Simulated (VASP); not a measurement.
## Zr3SiO8: relaxation of cell and atoms with PBE

Zr3SiO8:

```
CELL_PARAMETERS angstrom
6.11218 0.00000 0.00000
0.00000 6.11218 0.00000
0.00000 0.00000 8.72188
ATOMIC_POSITIONS crystal
Zr 0.50000 0.00000 0.27791
Zr 0.00000 0.50000 0.72209
Zr 0.50000 0.50000 0.00000
Si 0.00000 0.00000 0.50000
O 0.00000 0.77659 0.60471
O 0.50000 0.24795 0.13821
O 0.00000 0.22341 0.60471
O 0.50000 0.75205 0.13821
O 0.22341 0.00000 0.39529
O 0.75205 0.50000 0.86179
O 0.77659 0.00000 0.39529
O 0.24795 0.50000 0.86179
```

```
Program                : VASP 6.6.1
Task                   : relaxation of cell and atoms
Functional             : PBE
Potentials or basis    : VASP PAW PBE potentials, release 64 (Zr_sv, Si, O)
Cutoff                 : 600 eV
k mesh                 : 4 × 4 × 4
Occupations            : gaussian, width 0.02 eV
Spin                   : no spin polarisation
Dipole correction      : no
Further INCAR settings : ALGO = Normal; EDIFF = 1e-06; IBRION = 2; EDIFFG = -0.01; NSW = 100; ISIF = 3
```

* Relaxed volume: 27.21 Å³/atom
* Relaxed cell: a = 6.114 Å, b = 6.114 Å, c = 8.735 Å, α = 90.00°, β = 90.00°, γ = 90.00°
* Space group after relaxing (to 0.1 Å): P-4m2 (No. 115)
* Energy gained by relaxing: 0.0 meV/atom
* Ionic steps: 6
* Pressure after relaxing: 0.0 GPa
* Largest force after relaxing: 0.009 eV/Å
* Band gap on the k mesh: 4.53 eV

Forces in eV/Å, atoms in the order of the input:
```
Zr   0.000  0.000  0.001
Zr   0.000  0.000 -0.001
Zr   0.000  0.000  0.000
Si   0.000  0.000  0.000
O    0.000 -0.004  0.002
O    0.000  0.007 -0.005
O    0.000  0.004  0.002
O    0.000 -0.007 -0.005
O    0.004  0.000 -0.002
O   -0.007  0.000  0.005
O   -0.004  0.000 -0.002
O    0.007  0.000  0.005
```

The path:
| step | energy change (eV) | largest force (eV/Å) | pressure (GPa) | volume (Å³) |
| --- | --- | --- | --- | --- |
| 1 | 0.0000 | 0.0306 | 0.18 | 325.84 |
| 2 | 0.0001 | 0.0291 | -0.22 | 327.27 |
| 3 | -0.0004 | 0.0125 | -0.01 | 326.52 |
| 4 | -0.0005 | 0.0158 | 0.00 | 326.50 |
| 5 | -0.0005 | 0.0161 | -0.01 | 326.50 |
| 6 | -0.0005 | 0.0085 | 0.00 | 326.48 |

Final structure:
```
Zr Si O
1.0
     6.11363    0.00000    0.00000
     0.00000    6.11363    0.00000
     0.00000    0.00000    8.73486
Zr Si O
3 1 8
Direct
  0.50000 0.00000 0.27805
  0.00000 0.50000 0.72195
  0.50000 0.50000 0.00000
  0.00000 0.00000 0.50000
  0.00000 0.77671 0.60468
  0.50000 0.24784 0.13823
  0.00000 0.22329 0.60468
  0.50000 0.75216 0.13823
  0.22329 0.00000 0.39532
  0.75216 0.50000 0.86177
  0.77671 0.00000 0.39532
  0.24784 0.50000 0.86177
```

Levels at points of the mesh, in eV from the valence-band top:
```tsv
k point	band 41	band 42	band 43	band 44	band 45	band 46	band 47	band 48
(0.00, 0.00, 0.00)	-0.31	-0.04	0.00	0.00	4.53	4.85	4.93	5.31
(0.50, 0.00, 0.00)	-0.39	-0.28	-0.19	-0.15	4.92	5.18	5.74	5.82
(0.50, 0.50, 0.00)	-0.71	-0.24	-0.24	-0.02	5.41	5.49	5.49	5.88
(0.00, 0.00, 0.50)	-0.27	-0.27	-0.08	-0.08	4.68	5.12	5.27	5.29
(0.50, 0.00, 0.50)	-0.34	-0.28	-0.02	-0.01	4.97	5.19	5.71	5.83
(0.50, 0.50, 0.50)	-0.65	-0.44	-0.44	-0.10	5.46	5.75	5.75	6.04
```

It took 12 min on 1 thread of Intel(R) Xeon(R) 6975P-C (Granite Rapids) (shared host), peak memory 0.65 GiB.

A k mesh can miss the band edges.
